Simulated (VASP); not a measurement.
# Be4PPd (F-43m) in VASP: notebook

Runs on Be4PPd. Level: PBE. Tasks: single point, relaxation of cell and atoms.

Program: VASP 6.6.1. These are calculated values, not measurements. Logs are shortened: lines on timing, memory, paths and dates and some standing lists are left out, and cuts for length are marked.

**1. The cell of the first run**

The structure is cubic, space group F-43m (No. 216). Conventional cell: a = 6.258 Å, b = 6.258 Å, c = 6.258 Å, α = 90.00°, β = 90.00°, γ = 90.00°. Be (site symmetry 3m) has 6 Be at 2.21 to 2.22 Å and 3 Pd at 2.59 Å and 3 P at 2.60 Å within 2.9 Å. Within 3.4 Å of P (site symmetry -43m) lie 12 Be at 2.60 Å and 4 Pd at 2.71 Å. Within 3.4 Å of Pd (site symmetry -43m) lie 12 Be at 2.59 Å and 4 P at 2.71 Å.

**2. Single point, PBE**

Contents of INCAR:

```
ALGO = Normal ; EDIFF = 1E-6
ENCUT = 520 ; GGA = PE
ISIF = 2 ; ISMEAR = 0
LASPH = True ; LCHARG = True
LELF = True ; LREAL = False
LVHAR = True ; LWAVE = False
NBANDS = 20 ; NELM = 100
PREC = Accurate ; SIGMA = 0.1
```

Contents of KPOINTS:

```
k-points
0
Gamma
  10 10 10
```

Contents of POSCAR:

```
Be4PPd
1.0
    0.0000000000      3.1290918524      3.1290918524
    3.1290918524      0.0000000000      3.1290918524
    3.1290918524      3.1290918524      0.0000000000
Be P Pd
4 1 1
Direct
    0.6253480645      0.1239558065      0.6253480645
    0.6253480645      0.6253480645      0.6253480645
    0.1239558065      0.6253480645      0.6253480645
    0.6253480645      0.6253480645      0.1239558065
    0.2500000000      0.2500000000      0.2500000000
    0.0000000000      0.0000000000      0.0000000000
```

Potentials or basis: VASP PAW PBE potentials, release 64 (Be, P, Pd).

On the command line:

```
cat potpaw_PBE.64/Be/POTCAR potpaw_PBE.64/P/POTCAR potpaw_PBE.64/Pd/POTCAR > POTCAR
mpirun -np 1 vasp_std > vasp.out
```

OUTCAR:

```text
EDIFF = 1E-6
   ENCUT = 520
   GGA = PE
   ISIF = 2
   ISMEAR = 0
   LASPH = True
   LREAL = False
   NELM = 100
   PREC = Accurate

 ion  position               nearest neighbor table
   1  0.625  0.124  0.625-   2 2.21   3 2.21   4 2.21   4 2.22   2 2.22   3 2.22   6 2.59   6 2.59
                             6 2.59   5 2.60   5 2.60   5 2.60
   2  0.625  0.625  0.625-   1 2.21   3 2.21   4 2.21   4 2.22   1 2.22   3 2.22   6 2.59   6 2.59
                             6 2.59   5 2.60   5 2.60   5 2.60
   3  0.124  0.625  0.625-   1 2.21   2 2.21   4 2.21   2 2.22   4 2.22   1 2.22   6 2.59   6 2.59
                             6 2.59   5 2.60   5 2.60   5 2.60
   4  0.625  0.625  0.124-   1 2.21   2 2.21   3 2.21   2 2.22   1 2.22   3 2.22   6 2.59   6 2.59
                             6 2.59   5 2.60   5 2.60   5 2.60
   5  0.250  0.250  0.250-   1 2.60   3 2.60   3 2.60   4 2.60   1 2.60   4 2.60   2 2.60   2 2.60
                             2 2.60   1 2.60   3 2.60   4 2.60   6 2.71   6 2.71   6 2.71   6 2.71
   6  0.000  0.000  0.000-   1 2.59   3 2.59   4 2.59   2 2.59   2 2.59   2 2.59   1 2.59   4 2.59
                             3 2.59   1 2.59   3 2.59   4 2.59   5 2.71   5 2.71   5 2.71   5 2.71

  LATTYP: Found a face centered cubic cell.
 ALAT       =     6.2581837048

  Lattice vectors:

 A1 = (   0.0000000000,   3.1290918524,   3.1290918524)
 A2 = (   3.1290918524,   0.0000000000,   3.1290918524)
 A3 = (   3.1290918524,   3.1290918524,   0.0000000000)

Analysis of symmetry for initial positions (statically):
=====================================================================
 Subroutine PRICEL returns:
 Original cell was already a primitive cell.

 Routine SETGRP: Setting up the symmetry group for a
 face centered cubic supercell.

 Subroutine GETGRP returns: Found 24 space group operations
 (whereof 24 operations were pure point group operations)
 out of a pool of 48 trial point group operations.

The static configuration has the point symmetry T_d .

Analysis of symmetry for dynamics (positions and initial velocities):
=====================================================================
 Subroutine PRICEL returns:
 Original cell was already a primitive cell.

 Routine SETGRP: Setting up the symmetry group for a
 face centered cubic supercell.

 Subroutine GETGRP returns: Found 24 space group operations
 (whereof 24 operations were pure point group operations)
 out of a pool of 48 trial point group operations.

The dynamic configuration has the point symmetry T_d .

 Subroutine INISYM returns: Found 24 space group operations
 (whereof 24 operations are pure point group operations),
 and found     1 'primitive' translations

----------------------------------------------------------------------------------------

                                     Primitive cell

  volume of cell :      61.2752

  direct lattice vectors                    reciprocal lattice vectors
     0.000000000  3.129091852  3.129091852    -0.159790771  0.159790771  0.159790771
     3.129091852  0.000000000  3.129091852     0.159790771 -0.159790771  0.159790771
     3.129091852  3.129091852  0.000000000     0.159790771  0.159790771 -0.159790771

  length of vectors
     4.425204136  4.425204136  4.425204136     0.276765734  0.276765734  0.276765734

  position of ions in fractional coordinates (direct lattice)
     0.625348065  0.123955806  0.625348065
     0.625348065  0.625348065  0.625348065
     0.123955806  0.625348065  0.625348065
     0.625348065  0.625348065  0.123955806
     0.250000000  0.250000000  0.250000000
     0.000000000  0.000000000  0.000000000

  ion indices of the primitive-cell ions
   primitive index   ion index
                 1           1
                 2           2
                 3           3
                 4           4
                 5           5
                 6           6

----------------------------------------------------------------------------------------

 KPOINTS: k-points

Automatic generation of k-mesh.
 Grid dimensions read from file:
 generate k-points for:   10   10   10

 Generating k-lattice:

  Cartesian coordinates                     Fractional coordinates (reciprocal lattice)
    -0.015979077  0.015979077  0.015979077     0.100000000  0.000000000  0.000000000
     0.015979077 -0.015979077  0.015979077     0.000000000  0.100000000  0.000000000
     0.015979077  0.015979077 -0.015979077     0.000000000  0.000000000  0.100000000

  Length of vectors
     0.027676573  0.027676573  0.027676573

  Shift w.r.t. Gamma in fractional coordinates (k-lattice)
     0.000000000  0.000000000  0.000000000

 Subroutine IBZKPT returns following result:
 ===========================================

 Found     47 irreducible k-points:

 Following reciprocal coordinates:
            Coordinates               Weight
  0.000000  0.000000  0.000000      1.000000
  0.100000  0.000000  0.000000      8.000000
  0.200000  0.000000  0.000000      8.000000
  0.300000  0.000000  0.000000      8.000000
  0.400000  0.000000  0.000000      8.000000
  0.500000  0.000000  0.000000      4.000000
[... 16 lines left out ...]
  0.300000  0.300000  0.000000      6.000000
  0.400000  0.300000  0.000000     24.000000
 [... further k-points ...]
   k-points           NKPTS =     47   k-points in BZ     NKDIM =     47   number of bands    NBANDS=     20
   number of dos      NEDOS =    301   number of ions     NIONS =      6
   total plane-waves  NPLWV =  46656
   dimension x,y,z NGX =    36 NGY =   36 NGZ =   36
   dimension x,y,z NGXF=    72 NGYF=   72 NGZF=   72
   ions per type =               4   1   1
   NGX,Y,Z   is equivalent  to a cutoff of  13.52, 13.52, 13.52 a.u.
   NGXF,Y,Z  is equivalent  to a cutoff of  27.05, 27.05, 27.05 a.u.
 SYSTEM =  unknown system
   PREC   = accura    normal or accurate (medium, high low for compatibility)
   ISTART =      0    job   : 0-new  1-cont  2-samecut
   ICHARG =      2    charge: 1-file 2-atom 10-const
   ISPIN  =      1    spin polarized calculation?
   LNONCOLLINEAR =      F non collinear calculations
   LSORBIT =      F    spin-orbit coupling
   LASPH  =      T    aspherical Exc in radial PAW
   ENCUT  =  520.0 eV  38.22 Ry    6.18 a.u.   8.23  8.23  8.23*2*pi/ulx,y,z
   NELM   =    100;   NELMIN=  2; NELMDL= -5     # of ELM steps
   EDIFF  = 0.1E-05   stopping-criterion for ELM
   LREAL  =      F    real-space projection
   EDIFFG = 0.1E-04   stopping-criterion for IOM
   NSW    =      0    number of steps for IOM
   IBRION =     -1    ionic relax: 0-MD 1-quasi-New 2-CG
   NFREE  =      0    steps in history (QN), initial steepest desc. (CG)
   ISIF   =      2    stress and relaxation
   ISYM   =      2    0-nonsym 1-usesym 2-fastsym
   POTIM  = 0.5000    time-step for ionic-motion
   TEBEG  =    0.0;   TEEND  =   0.0 temperature during run
   PSTRESS=    0.0 pullay stress
   NELECT =      23.0000    total number of electrons
   NUPDOWN=      -1.0000    fix difference up-down
   EMIN   =  10.00;   EMAX   =-10.00  energy-range for DOS
   EFERMI =   0.00;   METHOD = LEGACY
   ISMEAR =     0;   SIGMA  =   0.10  broadening in eV -4-tet -1-fermi 0-gaus
   EFERMI_NEDOS =   21; number of points for ismear=-14 and -15
   IALGO  =     38    algorithm
   IMIX   =      4    mixing-type and parameters
     AMIX     =   0.40;   BMIX     =  1.00
     AMIX_MAG =   1.60;   BMIX_MAG =  1.00
  volume/ion in A,a.u.               =      10.21        68.92
  Fermi-wavevector in a.u.,A,eV,Ry     =   1.180925  2.231625 18.974478  1.394585
  Thomas-Fermi vector in A             =   2.317209
   LORBIT       =      0    0 simple, 1 ext, 2 COOP (PROOUT), +10 PAW based schemes
   GGA     = PE    functional components
   LHFCALC =     F    Hartree Fock is set to
   AEXX    =    0.0000 exact exchange contribution
   IVDW    =     0    specifies the selected vdW correction
   LEPSILON=     F    determine dielectric tensor
   LRPA    =     F    only Hartree local field effects (RPA)
 non-spin polarized calculation
 Gauss-broadening in eV      SIGMA  =   0.10
  energy-cutoff  :      520.00
  volume of cell :       61.28
 maximum number of plane-waves:      1676
 NGX is ok and might be reduce to    36
   NGX = 17   NGY = 17   NGZ = 17

 number of electron      23.0000001 magnetization

 Free energy of the ion-electron system (eV)
  ---------------------------------------------------
  ext. energy  EPLUGINS =         0.00000000
  ---------------------------------------------------
  free energy    TOTEN  =       -25.66024359 eV

  energy without entropy =      -25.64700236  energy(sigma->0) =      -25.65362297

 E-fermi :   9.1141     XC(G=0): -11.4216

 val. band max:        9.1139608035   @ k =   0.4000   0.0000   0.0000
 cond. band min:       9.1468401191   @ k =   0.5000   0.0000   0.0000
 fundamental gap:      0.0328793156
 Fermi energy:         9.1140556032

 k-point     1 :       0.0000    0.0000    0.0000
  band No.  band energies     occupation
      1      -4.5278      2.00000
      2       2.6656      2.00000
      3       2.6656      2.00000
      4       2.6656      2.00000
      5       4.0247      2.00000
      6       4.1088      2.00000
[... 12 lines left out ...]
     19      13.0167      0.00000
     20      14.8821      0.00000

 k-point     2 :       0.1000    0.0000    0.0000
  band No.  band energies     occupation
      1      -4.4525      2.00000
      2       2.2525      2.00000
      3       2.6855      2.00000
      4       2.6855      2.00000
      5       4.1090      2.00000
      6       4.1090      2.00000
[... 12 lines left out ...]
     19      13.4121      0.00000
     20      15.4250      0.00000
[... 465 lines left out ...]
      3       2.7178      2.00000
      4       2.8379      2.00000
      5       2.8379      2.00000
      6       4.4837      2.00000
[... 12 lines left out ...]
     19      15.1733      0.00000
     20      17.1925      0.00000

 k-point    24 :       0.4000    0.3000    0.0000
  band No.  band energies     occupation
      1      -3.4575      2.00000
      2       0.5746      2.00000
      3       2.1871      2.00000
      4       2.8842      2.00000
      5       3.0033      2.00000
      6       4.5809      2.00000
[... 12 lines left out ...]
     19      15.3643      0.00000
     20      16.4060      0.00000

 [... further k-points ...]
[... 5 lines left out ...]
  --------------------------------------------------------------------------------------
  -------------------------------------------------------------------------------------
  Total        0.0100927      0.0100927      0.0100927      0.0000000      0.0000000      0.0000000
  in kB        0.2638956      0.2638956      0.2638956      0.0000000      0.0000000      0.0000000
  external PRESSURE =       0.2638956 kB  Pullay stress =       0.0000000 kB

 VOLUME and BASIS-vectors are now :
 -----------------------------------------------------------------------------
  energy-cutoff  :      520.00
  volume of cell :       61.28
      direct lattice vectors                 reciprocal lattice vectors
     0.000000000  3.129091852  3.129091852    -0.159790771  0.159790771  0.159790771
     3.129091852  0.000000000  3.129091852     0.159790771 -0.159790771  0.159790771
     3.129091852  3.129091852  0.000000000     0.159790771  0.159790771 -0.159790771

 POSITION                                       TOTAL-FORCE (eV/Angst)
 -----------------------------------------------------------------------------------
      2.34464      3.91354      2.34464        -0.001472      0.001472     -0.001472
      3.91354      3.91354      3.91354         0.001472      0.001472      0.001472
      3.91354      2.34464      2.34464         0.001472     -0.001472     -0.001472
      2.34464      2.34464      3.91354        -0.001472     -0.001472      0.001472
      1.56455      1.56455      1.56455         0.000000      0.000000      0.000000
      0.00000      0.00000      0.00000         0.000000      0.000000      0.000000
 -----------------------------------------------------------------------------------
    total drift:                                0.000000      0.000000      0.000000

  FREE ENERGIE OF THE ION-ELECTRON SYSTEM (eV)
  ---------------------------------------------------
  free  energy   TOTEN  =       -25.6602435860 eV

  energy  without entropy=      -25.6470023598  energy(sigma->0) =      -25.65362297
```

Wall time 26 s (1 thread of Intel Xeon 6975P-C (Granite Rapids), shared host); peak memory 0.23 GiB.

What came out:

```
Free energy : -25.6602 eV
Pressure    : 0.0 GPa
```

Forces on the atoms (eV/Å):
```
Be  -0.001  0.001 -0.001
Be   0.001  0.001  0.001
Be   0.001 -0.001 -0.001
Be  -0.001 -0.001  0.001
P    0.000  0.000  0.000
Pd   0.000  0.000  0.000
```

Levels at points of the mesh, in eV from the Fermi level:
```tsv
k point	band 9	band 10	band 11	band 12	band 13	band 14	band 15	band 16
(0.00, 0.00, 0.00)	-1.79	-1.79	-1.79	-0.37	-0.37	-0.37	2.60	2.60
(0.50, 0.00, 0.00)	-3.49	-3.49	-1.11	0.03	0.03	1.70	4.10	4.10
(0.50, 0.50, 0.00)	-4.31	-2.69	-2.07	2.09	3.01	3.37	4.15	4.15
```

[end of part 1 of 2]
